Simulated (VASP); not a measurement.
BN (Qingsongite), 2 atoms in the cell. It takes space group F-43m (No. 216, cubic). The conventional cell has a = 3.663 Å, b = 3.663 Å, c = 3.663 Å, α = 90.00°, β = 90.00°, γ = 90.00°. Within 2.1 Å of B (site symmetry -43m) lie 4 N at 1.59 Å. Within 2.1 Å of N (site symmetry -43m) lie 4 B at 1.59 Å. 

```yaml
Program: VASP 6.6.1
Task: single point
Functional: LDA
Potentials_or_basis: VASP PAW LDA potentials, release 64 (B, N)
Cutoff: 600 eV
k_mesh: 8 × 8 × 8
Occupations: fermi-dirac, width 0.1 eV
Spin: no spin polarisation
Dipole_correction: no
Further_INCAR_settings: ALGO = Normal; EDIFF = 1e-06; NBANDS = 11
```

Potentials or basis: VASP PAW LDA potentials, release 64 (B, N).

The run is started by

```sh
$ cat potpaw_LDA.64/B/POTCAR potpaw_LDA.64/N/POTCAR > POTCAR
$ mpirun -np 1 vasp_std > vasp.out
```

Hardware: 1 thread of Intel(R) Xeon(R) Platinum 8488C (Sapphire Rapids), on a shared host.

Question: Estimate the wall time of this run.

Answer: Run time: 4.4 s on 1 thread of Intel(R) Xeon(R) Platinum 8488C (Sapphire Rapids) (shared host), peak memory 0.12 GiB. Counts: scf iterations 11, k points 29.
